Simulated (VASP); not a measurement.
Hf: single point with PBE

Crystal: Hf.

```
Hf
1.0
     0.00000    2.24123    2.24123
     2.24123    0.00000    2.24123
     2.24123    2.24123    0.00000
Hf
1
Direct
  0.00000 0.00000 0.00000
```

* Program: VASP 6.6.1
* Task: single point
* Functional: PBE
* Potentials or basis: VASP PAW PBE potentials, release 64 (Hf_pv)
* Cutoff: 520 eV
* k mesh: 10 × 10 × 10
* Occupations: fermi-dirac, width 0.05 eV
* Spin: no spin polarisation

```
Pressure               : -0.5 GPa
Band gap on the k mesh : zero (band 5 reaches 6.10 eV, above the bottom of band 6 at 4.31 eV)
```

Levels at points of the mesh, in eV from the Fermi level:
| k point | band 1 | band 2 | band 3 | band 4 | band 5 | band 6 | band 7 | band 8 | band 9 | band 10 |
| --- | --- | --- | --- | --- | --- | --- | --- | --- | --- | --- |
| (0.00, 0.00, 0.00) | -30.04 | -30.04 | -30.04 | -7.19 | 1.40 | 1.40 | 1.40 | 4.17 | 4.17 | 11.29 |
| (0.50, 0.00, 0.00) | -30.83 | -30.14 | -30.14 | -3.62 | 0.55 | 1.18 | 1.18 | 6.26 | 6.26 | 9.30 |
| (0.50, 0.50, 0.00) | -30.78 | -30.32 | -30.32 | -3.23 | -2.11 | 2.48 | 6.27 | 6.88 | 6.88 | 9.84 |

Wall time 12 s on 1 thread of Intel Xeon 8259CL, with other jobs on the host, peak memory 0.14 GiB.

Caveat: spin-orbit coupling is left out, which moves the levels of the heavy elements.
